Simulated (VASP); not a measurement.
A run of VASP 6.6.1 is set up as follows.

Contents of INCAR:

```
SYSTEM = InGa3As4
  ALGO = Normal
  EDIFF = 1E-7
  ENCUT = 520
  GGA = PE
  ISIF = 2
  ISMEAR = 0
  LASPH = .TRUE.
  LCHARG = .FALSE.
  LREAL = .FALSE.
  LWAVE = .FALSE.
  NBANDS = 46
  NELM = 100
  PREC = Accurate
  SIGMA = 0.1
```

File KPOINTS:

```
k-points
0
G
  4 4 4
  0 0 0
```

The input POSCAR:

```
InGa3As4
1.0
    5.6108227000      0.0000000000      0.0000000000
    0.0000000000      5.6108227000      0.0000000000
    0.0000000000      0.0000000000      5.6108227000
In Ga As
1 3 4
Direct
    0.0000000000      0.0000000000      0.0000000000
    0.5000000000      0.0000000000      0.5000000000
    0.5000000000      0.5000000000      0.0000000000
    0.0000000000      0.5000000000      0.5000000000
    0.2500000000      0.7500000000      0.7500000000
    0.2500000000      0.2500000000      0.2500000000
    0.7500000000      0.7500000000      0.2500000000
    0.7500000000      0.2500000000      0.7500000000
```

Potentials or basis: VASP PAW PBE potentials, release 64 (In_d, Ga_d, As).

The run is started by

```sh
$ cat potpaw_PBE.64/In_d/POTCAR potpaw_PBE.64/Ga_d/POTCAR potpaw_PBE.64/As/POTCAR > POTCAR
$ mpirun -np 1 vasp_std > vasp.out
```

Task: Predict the pressure.

Result: 11.0 GPa.

Task: Estimate the band gap on the k mesh.

Result: 0.72 eV, direct.

Caveat: spin-orbit coupling is left out, which moves the levels of the heavy elements. As with any semilocal functional, this PBE gap is likely too small.
